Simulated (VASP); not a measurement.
# Si64C65 (a cell with a defect) in VASP: single point with PBE

Aim: the single point of Si64C65 (a cell with a defect) with PBE.

Program: VASP 6.6.1. These are calculated values, not measurements. Logs are shortened: lines on timing, memory, paths and dates and some standing lists are left out, and cuts for length are marked.

**1. The cell of the first run**

The cell holds a defect, 129 atoms: a = 12.388 Å, b = 12.388 Å, c = 12.388 Å, α = 60.00°, β = 60.00°, γ = 60.00°.

**2. Single point, PBE**

Input file INCAR:

```
SYSTEM = Si64C65
PREC = Accurate
ENCUT = 520
EDIFF = 1E-6
ISMEAR = -1
SIGMA = 0.01
LREAL = Auto
LASPH = .TRUE.
NELM = 120
ALGO = Normal
ISIF = 2
LWAVE = .FALSE.
LCHARG = .TRUE.
GGA = PE
LELF = .TRUE.
LVHAR = .TRUE.
NBANDS = 328
GGA_COMPAT = .FALSE.
```

Input file KPOINTS:

```
Automatic mesh
0
Gamma
  1 1 1
  0.25 0.25 0.25
```

Input file POSCAR:

```
Si64C65
1.0
    0.0000000000      8.7594100000      8.7594100000
    8.7594100000      0.0000000000      8.7594100000
    8.7594100000      8.7594100000      0.0000000000
Si C
64 65
Direct
    0.1877549401      0.1868839910      0.1872375537
    0.1861166448      0.1891433327      0.4367376342
    0.1866038923      0.1874743847      0.6864100436
    0.1876489969      0.1869271446      0.9367182835
    0.1848447555      0.4369637909      0.1898340185
    0.1864570216      0.4382059408      0.4372297335
[... 121 lines left out ...]
    0.7519963673      0.7507524479      0.7487258274
    0.3928159545      0.6146955103      0.7056289179
```

Potentials or basis: VASP PAW PBE potentials, release 64 (Si, C).

Run with:

```
$ cat potpaw_PBE.64/Si/POTCAR potpaw_PBE.64/C/POTCAR > POTCAR
$ mpirun -np 1 vasp_std > vasp.out
```

OUTCAR:

```text
SYSTEM = Si64C65
   PREC = Accurate
   ENCUT = 520
   EDIFF = 1E-6
   ISMEAR = -1
   LREAL = Auto
   LASPH = .TRUE.
   NELM = 120
   ISIF = 2
   GGA = PE

 ion  position               nearest neighbor table
   1  0.188  0.187  0.187-  85 1.89  82 1.89  70 1.90  86 1.90   8 3.07  14 3.09  13 3.09   2 3.09
                            17 3.09   5 3.10  29 3.10  49 3.10  50 3.10   4 3.10  20 3.11  53 3.11
   2  0.186  0.189  0.437-  86 1.89  87 1.90  71 1.90  83 1.90  30 3.05   5 3.06   3 3.09  51 3.09
                             6 3.09  50 3.09   1 3.09  15 3.10  54 3.10  14 3.11  18 3.11  17 3.12
   3  0.187  0.187  0.686-  88 1.88  87 1.89  72 1.90  84 1.90   7 3.06  31 3.06   2 3.09  51 3.09
                            15 3.09  52 3.09   6 3.10  16 3.10   4 3.10  18 3.11  19 3.11  55 3.11
   4  0.188  0.187  0.937-  88 1.90  81 1.90  69 1.90  85 1.90   8 3.07   7 3.07  16 3.09  13 3.09
                            20 3.10  49 3.10  52 3.10  19 3.10  32 3.10   1 3.10   3 3.10  56 3.11
   5  0.185  0.437  0.190-  89 1.88  86 1.89  74 1.89  90 1.90  24 3.05  12 3.06   2 3.06  57 3.08
                             6 3.08  53 3.09  54 3.09  17 3.09   1 3.10   9 3.11  21 3.11   8 3.12
   6  0.186  0.438  0.437-  90 1.89  87 1.90  91 1.90  75 1.90   7 3.07  18 3.08  58 3.08   5 3.08
                             2 3.09   9 3.09   3 3.10  21 3.10  10 3.10  55 3.11  22 3.11  54 3.11
   7  0.184  0.434  0.688-  92 1.86  88 1.89  76 1.89  91 1.90   3 3.06  23 3.07   6 3.07   4 3.07
                            11 3.07  56 3.08  55 3.08  59 3.08  19 3.10   8 3.12  10 3.12  22 3.13
   8  0.185  0.435  0.939-  92 1.88  85 1.89  73 1.89  89 1.91   4 3.07  23 3.07   1 3.07  11 3.08
                            56 3.08  53 3.09  60 3.09  24 3.09  20 3.10   7 3.12   5 3.12  12 3.12
   9  0.188  0.687  0.187-  90 1.89  78 1.89  94 1.90  93 1.90  12 3.06  21 3.07  58 3.08  13 3.09
[... 21 lines left out ...]
  20  0.438  0.187  0.936- 104 1.89  97 1.90  85 1.90 101 1.90  24 3.06  23 3.07  32 3.08  35 3.09
                            29 3.09  19 3.09   4 3.10  17 3.10  36 3.10  48 3.10   8 3.10   1 3.11
  21  0.436  0.439  0.187- 102 1.89 106 1.89  90 1.90 105 1.90  24 3.06   9 3.07  18 3.07  28 3.09
                            40 3.09  25 3.09  37 3.10  17 3.10  22 3.10   6 3.10  33 3.10   5 3.11
  22  0.437  0.439  0.437- 103 1.89 107 1.89 106 1.90  91 1.90  23 3.06  18 3.08  10 3.08  38 3.08
                            37 3.09  25 3.09  21 3.10  34 3.10  19 3.10   6 3.11  26 3.11   7 3.13
  23  0.431  0.435  0.689- 108 1.86  92 1.90 104 1.90 107 1.91 129 2.13  11 2.99  19 3.04  22 3.06
                             7 3.07  20 3.07   8 3.07  26 3.10  35 3.12  39 3.12  38 3.13
  24  0.433  0.431  0.945- 108 1.83 101 1.86  89 1.89 105 1.91  17 2.98   5 3.05  21 3.06  20 3.06
                            36 3.08  12 3.09   8 3.09  39 3.11  40 3.12  28 3.15
  25  0.438  0.688  0.187- 106 1.89  94 1.90 110 1.90 109 1.91  41 3.08  29 3.08  37 3.09  13 3.09
                            22 3.09  21 3.09  32 3.10  10 3.10   9 3.10  44 3.10  28 3.11  26 3.14
  26  0.438  0.687  0.441-  95 1.89 107 1.90 111 1.92 110 1.93  11 3.04  27 3.05  38 3.08  14 3.09
                            23 3.10  22 3.11  10 3.11  42 3.12  41 3.13  29 3.14  25 3.14
  27  0.448  0.741  0.650- 129 1.71 112 1.80 111 1.81  96 2.08  30 2.72  31 2.72  15 2.83  42 2.92
                            43 2.96  26 3.05
  28  0.438  0.688  0.937-  93 1.89 105 1.89 109 1.90 112 1.92  40 3.08  12 3.08  21 3.09  16 3.09
                             9 3.10  32 3.10  44 3.10  25 3.11  43 3.14  24 3.15
  29  0.439  0.938  0.186-  97 1.89 110 1.90  82 1.90  98 1.90  30 3.04  25 3.08  20 3.09  32 3.09
                            41 3.09   1 3.10  13 3.10  48 3.10  45 3.10  14 3.10  17 3.11  26 3.14
  30  0.440  0.951  0.424- 111 1.83  98 1.85  99 1.90  83 1.90  27 2.72  17 2.96  18 3.03  45 3.04
                            29 3.04   2 3.05  46 3.09  14 3.13  15 3.13
  31  0.439  0.946  0.685- 100 1.85 112 1.89  84 1.89  99 1.90  27 2.72  19 3.00   3 3.06  32 3.07
                            47 3.07  18 3.07  46 3.10  15 3.10  16 3.11
  32  0.439  0.938  0.936-  97 1.89 109 1.90 100 1.90  81 1.90  31 3.07  20 3.08  29 3.09  44 3.09
                            48 3.09  25 3.10  19 3.10   4 3.10  28 3.10  16 3.10  13 3.10  47 3.10
  33  0.687  0.189  0.186- 117 1.89 118 1.90 114 1.90 102 1.90  46 3.08  40 3.09  37 3.09  52 3.09
                            45 3.09  18 3.10  49 3.10  36 3.10  17 3.10  34 3.10  21 3.10  61 3.11
  34  0.687  0.189  0.436- 119 1.90 118 1.90 103 1.90 115 1.90  38 3.09  46 3.09  35 3.09  37 3.09
                            50 3.09  18 3.09  19 3.10  49 3.10  22 3.10  47 3.10  33 3.10  62 3.11
  35  0.687  0.187  0.687- 104 1.89 119 1.89 116 1.90 120 1.90  47 3.07  34 3.09  20 3.09  19 3.09
                            48 3.09  38 3.10  50 3.10  36 3.10  51 3.10  39 3.11  23 3.12  63 3.13
  36  0.687  0.188  0.936- 101 1.89 120 1.89 113 1.90 117 1.90  45 3.07  24 3.08  17 3.09  39 3.09
[... 86 lines left out ...]
  94  0.251  0.750  0.250-  13 1.89   9 1.90  10 1.90  25 1.90
  95  0.251  0.750  0.500-  11 1.89  26 1.89  14 1.89  10 1.90
  96  0.258  0.733  0.756- 129 1.66  12 1.89  11 1.91  15 2.05  27 2.08
  97  0.501  0.999  0.999-  32 1.89  29 1.89  20 1.90  48 1.90
  98  0.502  0.007  0.241-  30 1.85  17 1.86  45 1.89  29 1.90
  99  0.501  0.005  0.497-  18 1.89  30 1.90  31 1.90  46 1.90
 100  0.502  0.002  0.749-  31 1.85  19 1.88  32 1.90  47 1.90
 101  0.500  0.247  0.001-  17 1.86  24 1.86  36 1.89  20 1.90
 102  0.500  0.252  0.248-  21 1.89  18 1.89  33 1.90  17 1.90
[... 24 lines left out ...]
 127  0.752  0.752  0.498-  42 1.89  43 1.89  58 1.89  46 1.90
 128  0.752  0.751  0.749-  43 1.88  59 1.89  47 1.90  44 1.90
 129  0.393  0.615  0.706- 108 1.53  96 1.66  27 1.71  23 2.13  11 2.29

  LATTYP: Found a face centered cubic cell.
 ALAT       =    17.5188200000

  Lattice vectors:

 A1 = (   0.0000000000,   8.7594100000,   8.7594100000)
 A2 = (   8.7594100000,   0.0000000000,   8.7594100000)
 A3 = (   8.7594100000,   8.7594100000,   0.0000000000)

Analysis of symmetry for initial positions (statically):
=====================================================================
 Subroutine PRICEL returns:
 Original cell was already a primitive cell.

 Routine SETGRP: Setting up the symmetry group for a
 face centered cubic supercell.

 Subroutine GETGRP returns: Found  1 space group operations
 (whereof  1 operations were pure point group operations)
 out of a pool of 48 trial point group operations.

The static configuration has the point symmetry C_1 .

Analysis of symmetry for dynamics (positions and initial velocities):
=====================================================================
 Subroutine PRICEL returns:
 Original cell was already a primitive cell.

 Routine SETGRP: Setting up the symmetry group for a
 face centered cubic supercell.

 Subroutine GETGRP returns: Found  1 space group operations
 (whereof  1 operations were pure point group operations)
 out of a pool of 48 trial point group operations.

The dynamic configuration has the point symmetry C_1 .

 Subroutine INISYM returns: Found  1 space group operations
 (whereof  1 operations are pure point group operations),
 and found     1 'primitive' translations

----------------------------------------------------------------------------------------

                                     Primitive cell

  volume of cell :    1344.1711

  direct lattice vectors                    reciprocal lattice vectors
     0.000000000  8.759410000  8.759410000    -0.057081470  0.057081470  0.057081470
     8.759410000  0.000000000  8.759410000     0.057081470 -0.057081470  0.057081470
     8.759410000  8.759410000  0.000000000     0.057081470  0.057081470 -0.057081470

  length of vectors
    12.387676420 12.387676420 12.387676420     0.098868006  0.098868006  0.098868006

  position of ions in fractional coordinates (direct lattice)
     0.187754940  0.186883991  0.187237554
     0.186116645  0.189143333  0.436737634
     0.186603892  0.187474385  0.686410044
     0.187648997  0.186927145  0.936718283
     0.184844756  0.436963791  0.189834019
     0.186457022  0.438205941  0.437229733
[... 121 lines left out ...]
     0.751996367  0.750752448  0.748725827
     0.392815955  0.614695510  0.705628918

  ion indices of the primitive-cell ions
   primitive index   ion index
                 1           1
                 2           2
                 3           3
                 4           4
                 5           5
                 6           6
[... 19 lines left out ...]
                26          26
                27          27
   k-points           NKPTS =      4   k-points in BZ     NKDIM =      4   number of bands    NBANDS=    328
   number of dos      NEDOS =    301   number of ions     NIONS =    129
   total plane-waves  NPLWV = 884736
   dimension x,y,z NGX =    96 NGY =   96 NGZ =   96
   dimension x,y,z NGXF=   192 NGYF=  192 NGZF=  192
   ions per type =              64  65
   NGX,Y,Z   is equivalent  to a cutoff of  12.88, 12.88, 12.88 a.u.
   NGXF,Y,Z  is equivalent  to a cutoff of  25.77, 25.77, 25.77 a.u.
 SYSTEM =  Si64C65
   PREC   = accura    normal or accurate (medium, high low for compatibility)
   ISTART =      0    job   : 0-new  1-cont  2-samecut
   ICHARG =      2    charge: 1-file 2-atom 10-const
   ISPIN  =      1    spin polarized calculation?
   LNONCOLLINEAR =      F non collinear calculations
   LSORBIT =      F    spin-orbit coupling
   LASPH  =      T    aspherical Exc in radial PAW
   ENCUT  =  520.0 eV  38.22 Ry    6.18 a.u.  23.03 23.03 23.03*2*pi/ulx,y,z
   NELM   =    120;   NELMIN=  2; NELMDL= -5     # of ELM steps
   EDIFF  = 0.1E-05   stopping-criterion for ELM
   LREAL  =      T    real-space projection
   EDIFFG = 0.1E-04   stopping-criterion for IOM
   NSW    =      0    number of steps for IOM
   IBRION =     -1    ionic relax: 0-MD 1-quasi-New 2-CG
   NFREE  =      0    steps in history (QN), initial steepest desc. (CG)
   ISIF   =      2    stress and relaxation
   ISYM   =      2    0-nonsym 1-usesym 2-fastsym
   POTIM  = 0.5000    time-step for ionic-motion
   TEBEG  =    0.0;   TEEND  =   0.0 temperature during run
   PSTRESS=    0.0 pullay stress
   NELECT =     516.0000    total number of electrons
   NUPDOWN=      -1.0000    fix difference up-down
   EMIN   =  10.00;   EMAX   =-10.00  energy-range for DOS
   EFERMI =   0.00;   METHOD = LEGACY
   ISMEAR =    -1;   SIGMA  =   0.01  broadening in eV -4-tet -1-fermi 0-gaus
   EFERMI_NEDOS =   21; number of points for ismear=-14 and -15
   IALGO  =     38    algorithm
   IMIX   =      4    mixing-type and parameters
     AMIX     =   0.40;   BMIX     =  1.00
     AMIX_MAG =   1.60;   BMIX_MAG =  1.00
  volume/ion in A,a.u.               =      10.42        70.32
  Fermi-wavevector in a.u.,A,eV,Ry     =   1.189798  2.248392 19.260668  1.415619
  Thomas-Fermi vector in A             =   2.325897
   LORBIT       =      0    0 simple, 1 ext, 2 COOP (PROOUT), +10 PAW based schemes
   GGA     = PE    functional components
   LHFCALC =     F    Hartree Fock is set to
   AEXX    =    0.0000 exact exchange contribution
   IVDW    =     0    specifies the selected vdW correction
   LEPSILON=     F    determine dielectric tensor
   LRPA    =     F    only Hartree local field effects (RPA)
 non-spin polarized calculation
  energy-cutoff  :      520.00
  volume of cell :     1344.17
 maximum number of plane-waves:     36152
 NGX is ok and might be reduce to    96
   NGX = 47   NGY = 47   NGZ = 47

 number of electron     516.0000024 magnetization

 Free energy of the ion-electron system (eV)
  ---------------------------------------------------
  ext. energy  EPLUGINS =         0.00000000
  ---------------------------------------------------
  free energy    TOTEN  =      -962.48587375 eV

  energy without entropy =     -962.48587375  energy(sigma->0) =     -962.48587375

 E-fermi :   8.8374     XC(G=0): -11.3137

 val. band max:        8.5994134298   @ k =   0.0000   0.2500   0.0000
 cond. band min:       9.4070210268   @ k =   0.0000   0.2500   0.0000
 fundamental gap:      0.8076075971
 Fermi energy:         8.8373759005

 k-point     1 :       0.2500    0.2500    0.2500
  band No.  band energies     occupation
      1      -7.6750      2.00000
      2      -7.0314      2.00000
      3      -6.5745      2.00000
      4      -6.3260      2.00000
      5      -6.2567      2.00000
      6      -6.1502      2.00000
[... 1081 lines left out ...]
    269      11.6249      0.00000
    270      11.6416      0.00000
 [bands above 270 left out]

------------------------ aborting loop because EDIFF is reached ----------------------------------------

  FORCE on cell =-STRESS in cart. coord.  units (eV):
  Direction    XX          YY          ZZ          XY          YZ          ZX
  --------------------------------------------------------------------------------------
  -------------------------------------------------------------------------------------
  Total        5.0213240      5.8941800     22.4756351      5.3404670     -7.7461640      5.3099016
  in kB        5.9851393      7.0255353     26.7897090      6.3655401     -9.2329973      6.3291079
  external PRESSURE =      13.2667945 kB  Pullay stress =       0.0000000 kB

 VOLUME and BASIS-vectors are now :
 -----------------------------------------------------------------------------
  energy-cutoff  :      520.00
  volume of cell :     1344.17
      direct lattice vectors                 reciprocal lattice vectors
     0.000000000  8.759410000  8.759410000    -0.057081470  0.057081470  0.057081470
     8.759410000  0.000000000  8.759410000     0.057081470 -0.057081470  0.057081470
     8.759410000  8.759410000  0.000000000     0.057081470  0.057081470 -0.057081470

 POSITION                                       TOTAL-FORCE (eV/Angst)
 -----------------------------------------------------------------------------------
      3.27708      3.28471      3.28162         0.018236      0.019306      0.007018
      5.48235      5.45584      3.28706         0.019781      0.031111      0.010305
      7.65471      7.64709      3.27671         0.018565      0.030250      0.026845
      9.84247      9.84879      3.28107         0.002707      0.010380      0.018032
      5.49038      3.28196      5.44668         0.025083      0.027753      0.027710
      7.66830      5.46313      5.47168         0.020047      0.019270      0.013509
[... 121 lines left out ...]
     13.13454     13.14544     13.16319        -0.012048     -0.021888     -0.010487
     11.56526      9.62173      8.82521        -0.031608      0.051581     -0.029507
 -----------------------------------------------------------------------------------
    total drift:                               -0.070892     -0.117399      0.100480

  FREE ENERGIE OF THE ION-ELECTRON SYSTEM (eV)
  ---------------------------------------------------
  free  energy   TOTEN  =      -962.4858737543 eV

  energy  without entropy=     -962.4858737543  energy(sigma->0) =     -962.48587375
```

Wall time 2.4 h (1 thread of Intel Xeon 8259CL, shared host); peak memory 2.2 GiB.

What came out:

| Item | Value |
| --- | --- |
| Free energy | -962.4859 eV |
| Pressure | 1.3 GPa |
| Largest force | 0.084 eV/Å |
| Band gap on the k mesh | 0.81 eV |

Forces in eV/Å, atoms in the order of the input:
```
Si   0.018  0.019  0.007
Si   0.020  0.031  0.010
Si   0.019  0.030  0.027
Si   0.003  0.010  0.018
Si   0.025  0.028  0.028
Si   0.020  0.019  0.014
Si   0.011  0.020  0.008
Si   0.019  0.015  0.009
Si   0.019  0.030  0.021
Si   0.020  0.020  0.019
Si   0.015  0.004  0.004
Si   0.037  0.023  0.026
Si   0.011  0.022  0.019
Si   0.022  0.021  0.026
Si  -0.015  0.059  0.028
Si   0.014  0.015  0.029
Si   0.022  0.019  0.018
Si   0.036  0.033  0.014
Si   0.007  0.017  0.007
Si   0.007  0.013  0.010
Si   0.035  0.017  0.022
Si   0.019  0.027  0.018
Si   0.002 -0.005 -0.003
Si   0.025  0.036  0.031
Si   0.012  0.009  0.025
Si   0.004  0.012  0.018
Si   0.067 -0.048  0.017
Si   0.027  0.031  0.032
Si   0.021  0.014  0.016
Si   0.012  0.047 -0.010
Si   0.017 -0.019  0.007
Si   0.005  0.013  0.015
Si   0.022  0.023  0.018
Si   0.020  0.015  0.008
Si   0.022  0.016  0.020
Si   0.017  0.017  0.022
Si   0.020  0.014  0.010
Si   0.026  0.016  0.018
Si   0.008  0.019  0.032
Si   0.015  0.015  0.024
Si   0.020  0.014  0.008
Si   0.024  0.040  0.003
Si   0.029  0.028  0.017
Si   0.011  0.001  0.018
Si   0.015  0.018  0.028
Si   0.026  0.021  0.008
Si   0.013  0.015  0.003
Si   0.020  0.013  0.018
Si   0.017  0.017  0.015
Si   0.015  0.018  0.016
Si   0.025  0.025  0.027
Si   0.014  0.019  0.021
Si   0.015  0.019  0.009
Si   0.034  0.019  0.015
Si   0.025  0.020  0.027
Si   0.008  0.008  0.017
Si   0.023  0.032  0.021
Si   0.023  0.027  0.011
Si   0.021  0.016  0.009
Si   0.008  0.013  0.018
Si   0.018  0.020  0.019
Si   0.019  0.019  0.012
Si   0.008  0.022  0.021
Si   0.029  0.013  0.024
C   -0.020 -0.020 -0.019
C   -0.023 -0.021 -0.013
C   -0.016 -0.016 -0.013
C   -0.003 -0.028 -0.033
C   -0.022 -0.022 -0.020
C   -0.022 -0.022 -0.014
C   -0.015 -0.019 -0.020
C   -0.022 -0.023 -0.028
C   -0.014 -0.015 -0.020
C   -0.013 -0.030 -0.015
C   -0.020 -0.025 -0.022
C   -0.016 -0.011 -0.029
C   -0.038 -0.020 -0.021
C   -0.027 -0.021 -0.016
C   -0.021 -0.017 -0.009
C   -0.047 -0.009 -0.020
C   -0.020 -0.014 -0.017
C   -0.024 -0.012 -0.009
C   -0.029 -0.034 -0.001
C   -0.026 -0.016 -0.015
C   -0.014 -0.013 -0.016
C   -0.025 -0.023 -0.018
C   -0.018 -0.032 -0.015
C   -0.003 -0.022 -0.025
C   -0.041 -0.001 -0.020
C   -0.015 -0.033 -0.034
C   -0.017 -0.025 -0.020
C   -0.024 -0.025  0.034
C   -0.021 -0.018 -0.023
C   -0.010 -0.013 -0.013
C   -0.029 -0.007 -0.025
C    0.048 -0.007  0.013
C   -0.015 -0.014 -0.012
C   -0.010 -0.032 -0.027
C   -0.032 -0.021 -0.014
C   -0.013 -0.008 -0.016
C   -0.006 -0.017 -0.004
C   -0.033 -0.027 -0.017
C   -0.016 -0.027 -0.011
C   -0.011 -0.023 -0.034
C   -0.030 -0.034 -0.033
C   -0.018 -0.014 -0.014
C   -0.004 -0.033 -0.035
C    0.024 -0.024 -0.024
C   -0.021 -0.021 -0.014
C   -0.018 -0.005 -0.029
C    0.030 -0.002  0.035
C   -0.069  0.008 -0.042
C   -0.018 -0.009 -0.024
C   -0.022 -0.022 -0.012
C   -0.018 -0.020 -0.006
C   -0.019 -0.007 -0.004
C   -0.018 -0.023 -0.018
C   -0.019 -0.025 -0.011
C   -0.018 -0.023 -0.005
C   -0.018 -0.034 -0.037
C   -0.021 -0.018 -0.022
C   -0.008 -0.023 -0.015
C   -0.033 -0.011 -0.008
C   -0.014 -0.030 -0.014
C   -0.014 -0.003 -0.016
C   -0.030 -0.026 -0.016
C   -0.021 -0.023 -0.010
C   -0.012 -0.022 -0.010
C   -0.032  0.052 -0.030
```
